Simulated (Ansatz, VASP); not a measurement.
## WS2: VASP beside Ansatz

```
W S
1.0
     3.17194    0.00000    0.00000
    -1.58597    2.74698    0.00000
     0.00000    0.00000   12.56299
W S
2 4
Direct
  0.33333 0.66667 0.25000
  0.66667 0.33333 0.75000
  0.33333 0.66667 0.62578
  0.66667 0.33333 0.12578
  0.33333 0.66667 0.87422
  0.66667 0.33333 0.37422
```

Alike in both runs: functional r2SCAN; dispersion D4; k mesh 9 × 9 × 2; no spin polarisation.

Ansatz relaxed the structure, and its values are those at the end. VASP's run is a single point on that final structure, the one shown.

|  | VASP | Ansatz |
| --- | --- | --- |
| version | VASP 6.6.1 | Ansatz 0.2.0 |
| potentials or method | VASP PAW PBE potentials, release 64 (W_sv, S) | plane waves, PAW |
| plane-wave cutoff (eV) | 520 | 500 |
| occupations | gaussian, width 0.1 eV | gaussian |
| valence electrons in the cell | 52 | 52 |

|  | VASP | Ansatz | Ansatz less VASP |
| --- | --- | --- | --- |
| pressure (GPa) | 0.2 | 0.0 | -0.19 |
| rms of the force components (eV/Å) | 0.010 | 0.000 | -0.0100 |

VASP's potentials were made for PBE, not for r2SCAN.

Spin-orbit coupling is off throughout.
